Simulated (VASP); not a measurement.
# CsI (Pm-3m) in VASP: a series of runs, part 2 of 2

VASP 6.6.1.

## Step 5: Single point, r2SCAN

Contents of POSCAR:

```
CsI
1.0
    4.6081396334      0.0000000000      0.0000000000
    0.0000000000      4.6081396334      0.0000000000
    0.0000000000      0.0000000000      4.6081396334
Cs I
1 1
Direct
    0.0000000000      0.0000000000      0.0000000000
    0.5000000000      0.5000000000      0.5000000000
```

Contents of INCAR.step1:

```
ALGO = Normal
EDIFF = 1E-5
ENCUT = 550
GGA = PE
GGA_COMPAT = F
ISMEAR = 0
LASPH = T
LCHARG = F
LREAL = F
LWAVE = T
NBANDS = 15
NELM = 120
PREC = Accurate
SIGMA = 0.01
```

Contents of INCAR.step2:

```
ALGO = Normal
EDIFF = 1E-6
ENCUT = 550
GGA_COMPAT = F
ISIF = 2
ISMEAR = 0
ISTART = 1
LASPH = T
LCHARG = F
LMIXTAU = T
LREAL = F
LWAVE = F
METAGGA = R2SCAN
NBANDS = 15
NELM = 120
PREC = Accurate
SIGMA = 0.01
```

Contents of KPOINTS:

```
k-points
0
Gamma
  6 6 6
```

Potentials or basis: VASP PAW PBE potentials, release 64 (Cs_sv, I).

Launch:

```sh
> cat potpaw_PBE.64/Cs_sv/POTCAR potpaw_PBE.64/I/POTCAR > POTCAR
> cp INCAR.step1 INCAR
> mpirun -np 1 vasp_std > vasp.out
> cp INCAR.step2 INCAR
> mpirun -np 1 vasp_std > vasp.out
```

OUTCAR:

```text
EDIFF = 1E-6
   ENCUT = 550
   ISIF = 2
   ISMEAR = 0
   ISTART = 1
   LASPH = T
   LREAL = F
   METAGGA = R2SCAN
   NELM = 120
   PREC = Accurate

 ion  position               nearest neighbor table
   1  0.000  0.000  0.000-
   2  0.500  0.500  0.500-

  LATTYP: Found a simple cubic cell.
 ALAT       =     4.6081396334

  Lattice vectors:

 A1 = (   4.6081396334,   0.0000000000,   0.0000000000)
 A2 = (   0.0000000000,   4.6081396334,   0.0000000000)
 A3 = (   0.0000000000,   0.0000000000,   4.6081396334)

Analysis of symmetry for initial positions (statically):
=====================================================================
 Subroutine PRICEL returns:
 Original cell was already a primitive cell.

 Routine SETGRP: Setting up the symmetry group for a
 simple cubic supercell.

 Subroutine GETGRP returns: Found 48 space group operations
 (whereof 48 operations were pure point group operations)
 out of a pool of 48 trial point group operations.

The static configuration has the point symmetry O_h .

Analysis of symmetry for dynamics (positions and initial velocities):
=====================================================================
 Subroutine PRICEL returns:
 Original cell was already a primitive cell.

 Routine SETGRP: Setting up the symmetry group for a
 simple cubic supercell.

 Subroutine GETGRP returns: Found 48 space group operations
 (whereof 48 operations were pure point group operations)
 out of a pool of 48 trial point group operations.

The dynamic configuration has the point symmetry O_h .

 Subroutine INISYM returns: Found 48 space group operations
 (whereof 48 operations are pure point group operations),
 and found     1 'primitive' translations

----------------------------------------------------------------------------------------

                                     Primitive cell

  volume of cell :      97.8536

  direct lattice vectors                    reciprocal lattice vectors
     4.608139633  0.000000000  0.000000000     0.217007313  0.000000000  0.000000000
     0.000000000  4.608139633  0.000000000     0.000000000  0.217007313  0.000000000
     0.000000000  0.000000000  4.608139633     0.000000000  0.000000000  0.217007313

  length of vectors
     4.608139633  4.608139633  4.608139633     0.217007313  0.217007313  0.217007313

  position of ions in fractional coordinates (direct lattice)
     0.000000000  0.000000000  0.000000000
     0.500000000  0.500000000  0.500000000

  ion indices of the primitive-cell ions
   primitive index   ion index
                 1           1
                 2           2

----------------------------------------------------------------------------------------

 KPOINTS: k-points

Automatic generation of k-mesh.
 Grid dimensions read from file:
 generate k-points for:    6    6    6

 Generating k-lattice:

  Cartesian coordinates                     Fractional coordinates (reciprocal lattice)
     0.036167886  0.000000000  0.000000000     0.166666667  0.000000000  0.000000000
     0.000000000  0.036167886  0.000000000     0.000000000  0.166666667  0.000000000
     0.000000000  0.000000000  0.036167886     0.000000000  0.000000000  0.166666667

  Length of vectors
     0.036167886  0.036167886  0.036167886

  Shift w.r.t. Gamma in fractional coordinates (k-lattice)
     0.000000000  0.000000000  0.000000000

 Subroutine IBZKPT returns following result:
 ===========================================

 Found     20 irreducible k-points:

 Following reciprocal coordinates:
            Coordinates               Weight
  0.000000  0.000000  0.000000      1.000000
  0.166667  0.000000  0.000000      6.000000
  0.333333  0.000000  0.000000      6.000000
  0.500000  0.000000  0.000000      3.000000
  0.166667  0.166667  0.000000     12.000000
  0.333333  0.166667  0.000000     24.000000
[... 12 lines left out ...]
  0.500000  0.500000  0.333333      6.000000
  0.500000  0.500000  0.500000      1.000000
   k-points           NKPTS =     20   k-points in BZ     NKDIM =     20   number of bands    NBANDS=     15
   number of dos      NEDOS =    301   number of ions     NIONS =      2
   total plane-waves  NPLWV =  46656
   dimension x,y,z NGX =    36 NGY =   36 NGZ =   36
   dimension x,y,z NGXF=    72 NGYF=   72 NGZF=   72
   ions per type =               1   1
   NGX,Y,Z   is equivalent  to a cutoff of  12.99, 12.99, 12.99 a.u.
   NGXF,Y,Z  is equivalent  to a cutoff of  25.98, 25.98, 25.98 a.u.
 SYSTEM =  unknown system
   PREC   = accura    normal or accurate (medium, high low for compatibility)
   ISTART =      1    job   : 0-new  1-cont  2-samecut
   ICHARG =      0    charge: 1-file 2-atom 10-const
   ISPIN  =      1    spin polarized calculation?
   LNONCOLLINEAR =      F non collinear calculations
   LSORBIT =      F    spin-orbit coupling
   LASPH  =      T    aspherical Exc in radial PAW
   ENCUT  =  550.0 eV  40.42 Ry    6.36 a.u.   8.81  8.81  8.81*2*pi/ulx,y,z
   NELM   =    120;   NELMIN=  2; NELMDL=  0     # of ELM steps
   EDIFF  = 0.1E-05   stopping-criterion for ELM
   LREAL  =      F    real-space projection
   EDIFFG = 0.1E-04   stopping-criterion for IOM
   NSW    =      0    number of steps for IOM
   IBRION =     -1    ionic relax: 0-MD 1-quasi-New 2-CG
   NFREE  =      0    steps in history (QN), initial steepest desc. (CG)
   ISIF   =      2    stress and relaxation
   ISYM   =      2    0-nonsym 1-usesym 2-fastsym
   POTIM  = 0.5000    time-step for ionic-motion
   TEBEG  =    0.0;   TEEND  =   0.0 temperature during run
   PSTRESS=    0.0 pullay stress
   NELECT =      16.0000    total number of electrons
   NUPDOWN=      -1.0000    fix difference up-down
   EMIN   =  10.00;   EMAX   =-10.00  energy-range for DOS
   EFERMI =   0.00;   METHOD = LEGACY
   ISMEAR =     0;   SIGMA  =   0.01  broadening in eV -4-tet -1-fermi 0-gaus
   EFERMI_NEDOS =   21; number of points for ismear=-14 and -15
   IALGO  =     38    algorithm
   IMIX   =      4    mixing-type and parameters
     AMIX     =   0.40;   BMIX     =  1.00
     AMIX_MAG =   1.60;   BMIX_MAG =  1.00
  volume/ion in A,a.u.               =      48.93       330.17
  Fermi-wavevector in a.u.,A,eV,Ry     =   0.895205  1.691692 10.903601  0.801392
  Thomas-Fermi vector in A             =   2.017508
   LORBIT       =      0    0 simple, 1 ext, 2 COOP (PROOUT), +10 PAW based schemes
   METAGGA = R2SCAN    functional components
   LHFCALC =     F    Hartree Fock is set to
   AEXX    =    0.0000 exact exchange contribution
   IVDW    =     0    specifies the selected vdW correction
   LEPSILON=     F    determine dielectric tensor
   LRPA    =     F    only Hartree local field effects (RPA)
 non-spin polarized calculation
 Gauss-broadening in eV      SIGMA  =   0.01
  energy-cutoff  :      550.00
  volume of cell :       97.85
 maximum number of plane-waves:      2897
 NGX is ok and might be reduce to    36
   NGX = 17   NGY = 17   NGZ = 17

 number of electron      16.0000002 magnetization

 Free energy of the ion-electron system (eV)
  ---------------------------------------------------
  ext. energy  EPLUGINS =         0.00000000
  ---------------------------------------------------
  free energy    TOTEN  =       -53.12585837 eV

  energy without entropy =      -53.12585837  energy(sigma->0) =      -53.12585837

 E-fermi :   0.4119     XC(G=0):  -8.0007

 val. band max:        0.3515977295   @ k =   0.5000   0.5000   0.0000
 cond. band min:       4.8507766409   @ k =   0.0000   0.0000   0.0000
 fundamental gap:      4.4991789114
 Fermi energy:         0.4119182149

 k-point     1 :       0.0000    0.0000    0.0000
  band No.  band energies     occupation
      1     -20.6446      2.00000
      2     -10.5725      2.00000
      3      -6.9756      2.00000
      4      -6.9756      2.00000
      5      -6.9756      2.00000
      6       0.2594      2.00000
      7       0.2594      2.00000
      8       0.2594      2.00000
      9       4.8508      0.00000
     10       5.0029      0.00000
     11       5.0029      0.00000
     12       8.6966      0.00000
     13       8.6966      0.00000
     14       8.6966      0.00000
[... 329 lines left out ...]
      2     -10.2991      2.00000
      3      -7.2091      2.00000
      4      -7.2091      2.00000
      5      -7.2091      2.00000
      6      -0.9019      2.00000
      7      -0.9019      2.00000
      8      -0.9019      2.00000
      9       8.0082      0.00000
     10       8.0082      0.00000
     11       8.0082      0.00000
     12       8.7544      0.00000
     13       8.7544      0.00000
     14       8.7544      0.00000
     15      10.6095      0.00000

------------------------ aborting loop because EDIFF is reached ----------------------------------------

  FORCE on cell =-STRESS in cart. coord.  units (eV):
  Direction    XX          YY          ZZ          XY          YZ          ZX
  --------------------------------------------------------------------------------------
  -------------------------------------------------------------------------------------
  Total        0.0314025      0.0314025      0.0314025     -0.0000000     -0.0000000     -0.0000000
  in kB        0.5141596      0.5141596      0.5141596     -0.0000000     -0.0000000     -0.0000000
  external PRESSURE =       0.5141596 kB  Pullay stress =       0.0000000 kB

 VOLUME and BASIS-vectors are now :
 -----------------------------------------------------------------------------
  energy-cutoff  :      550.00
  volume of cell :       97.85
      direct lattice vectors                 reciprocal lattice vectors
     4.608139633  0.000000000  0.000000000     0.217007313  0.000000000  0.000000000
     0.000000000  4.608139633  0.000000000     0.000000000  0.217007313  0.000000000
     0.000000000  0.000000000  4.608139633     0.000000000  0.000000000  0.217007313

 POSITION                                       TOTAL-FORCE (eV/Angst)
 -----------------------------------------------------------------------------------
      0.00000      0.00000      0.00000         0.000000      0.000000      0.000000
      2.30407      2.30407      2.30407         0.000000      0.000000      0.000000
 -----------------------------------------------------------------------------------
    total drift:                               -0.000000      0.000000      0.000000

  FREE ENERGIE OF THE ION-ELECTRON SYSTEM (eV)
  ---------------------------------------------------
  free  energy   TOTEN  =       -53.1258583722 eV

  energy  without entropy=      -53.1258583722  energy(sigma->0) =      -53.12585837
```

OUTCAR.step1:

```text
EDIFF = 1E-5
   ENCUT = 550
   GGA = PE
   ISMEAR = 0
   LASPH = T
[... 574 lines left out ...]
 -----------------------------------------------------------------------------------
      0.00000      0.00000      0.00000         0.000000      0.000000      0.000000
      2.30407      2.30407      2.30407         0.000000      0.000000      0.000000
 -----------------------------------------------------------------------------------
    total drift:                               -0.000000      0.000000      0.000000

  FREE ENERGIE OF THE ION-ELECTRON SYSTEM (eV)
  ---------------------------------------------------
  free  energy   TOTEN  =        -5.4373292253 eV

  energy  without entropy=       -5.4373292253  energy(sigma->0) =       -5.43732923
```

Run time: 64 s. Hardware: 1 thread of AMD EPYC 9R45 (Zen 5), shared host; peak memory 0.2 GiB.

What came out:

- Free energy: -53.1259 eV
- Pressure: 0.1 GPa
- Band gap on the k mesh: 4.50 eV, indirect (least direct gap 4.59 eV)

Levels at points of the mesh, in eV from the valence-band top:
```csv
k point,band 6,band 7,band 8,band 9,band 10,band 11
"(0.00, 0.00, 0.00)",-0.09,-0.09,-0.09,4.50,4.65,4.65
"(0.50, 0.00, 0.00)",-1.49,-0.22,-0.22,5.67,7.03,7.22
"(0.50, 0.50, 0.00)",-0.86,-0.86,0.00,4.76,5.50,6.67
"(0.50, 0.50, 0.50)",-1.25,-1.25,-1.25,7.66,7.66,7.66
```

Caveat: the PAW data sets were made with another functional, which shifts forces and pressure a little; spin-orbit coupling is left out, which moves the levels of the heavy elements.

## Step 6: Overview

| level | cell | k mesh | cutoff (eV) | gap on the mesh (eV) | pressure (GPa) |
| --- | --- | --- | --- | --- | --- |
| PBE | a = 4.608 Å, 2 atoms | 6 × 6 × 6 | 500 | 3.79 | 0.4 |
| r2SCAN | a = 4.654 Å, 2 atoms | 4 × 4 × 4 | 550 | 4.39 | -0.3 |
| r2SCAN | a = 4.699 Å, 2 atoms | 4 × 4 × 4 | 550 | 4.30 | -0.6 |
| r2SCAN | a = 4.608 Å, 2 atoms | 6 × 6 × 6 | 550 | 4.50 | 0.1 |

Alike in all rows: task single point; potentials or basis VASP PAW PBE potentials, release 64 (Cs_sv, I); no spin polarisation; smearing gaussian 0.01 eV.

Caveats: spin-orbit coupling is left out, which moves the levels of the heavy elements; the PAW data sets were made with another functional, which shifts forces and pressure a little (some runs).

Absolute energies hang on the potentials; compare differences alone.
